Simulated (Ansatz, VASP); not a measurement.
**ZrTi3Se3 in VASP and in Ansatz**

```
CELL_PARAMETERS angstrom
5.27245 0.00000 0.00000
0.00000 5.27245 0.00000
0.00000 0.00000 5.27245
ATOMIC_POSITIONS crystal
Zr 0.50000 0.50000 0.50000
Ti 0.50000 0.50000 0.00000
Ti 0.00000 0.50000 0.50000
Ti 0.50000 0.00000 0.50000
Se 0.50000 0.00000 0.00000
Se 0.00000 0.50000 0.00000
Se 0.00000 0.00000 0.50000
```

Change from the starting cell: species swapped into the Ce3GaBr3 type (Pm-3m, No. 221).

Alike in both runs: task single point; functional PBE; k mesh 4 × 4 × 4; occupations gaussian, width 0.1 eV; collinear spin.

|  | VASP | Ansatz |
| --- | --- | --- |
| version | VASP 6.6.1 | Ansatz 0.2.0 |
| potentials or method | VASP PAW PBE potentials, release 64 (Zr_sv, Ti_sv, Se), cutoff 520 eV | scalar-relativistic, plane waves, PAW |
| valence electrons in the cell | 66 | 96 |

Ansatz gave:

```
gap on the k mesh at the Fermi level (eV)                     : none
pressure (GPa)                                                : 0.5
net moment per atom (μB)                                      : 0.19
size of the moment on the site where the two differ most (μB) : 0.12
```

Task: Estimate VASP's values.

Result: gap on the k mesh at the Fermi level (eV): none; pressure (GPa): 0.6; net moment per atom (μB): 0.20; size of the moment on the site where the two differ most (μB): 0.15.

Site moments also hang on the region over which each program counts them. A gap of «none» marks a metal or a gap that the smearing closes. The functional is the same, so the differences come from potentials, cutoffs and numerics. VASP's potentials hold 66 valence electrons a cell and Ansatz's 96, so a difference there can come from the potentials and not from the codes.
